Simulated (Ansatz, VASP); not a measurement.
**In in VASP and in Ansatz**

```
CELL_PARAMETERS angstrom
3.47671 0.00000 0.00000
0.00000 3.47671 0.00000
0.00000 0.00000 4.88041
ATOMIC_POSITIONS crystal
In 0.00000 0.50000 0.95071
In 0.50000 0.00000 0.04929
```

Alike in both runs: task relaxation of cell and atoms; functional PBE; k mesh 6 × 6 × 4; occupations gaussian, width 0.1 eV; no spin polarisation.

|  | VASP | Ansatz |
| --- | --- | --- |
| version | VASP 6.6.1 | Ansatz 0.2.0 |
| potentials or method | VASP PAW PBE potentials, release 64 (In_d), cutoff 600 eV | scalar-relativistic, plane waves, PAW |
| valence electrons in the cell | 26 | 26 |

VASP gave:

| Quantity | Value |
| --- | --- |
| gap on the k mesh at the Fermi level, each at its own relaxed structure (eV) | none |
| relaxed volume (Å³/atom) | 28.15 |
| relaxed cell length with the largest relative difference (Å) | 4.287 |

Q: Estimate Ansatz's values.

A: gap on the k mesh at the Fermi level, each at its own relaxed structure (eV): none; relaxed volume (Å³/atom): 27.44; relaxed cell length with the largest relative difference (Å): 3.442.

A gap of «none» marks a metal or a gap that the smearing closes. One of these differences is far larger than is usual between the two programs; its cause wasn't traced.
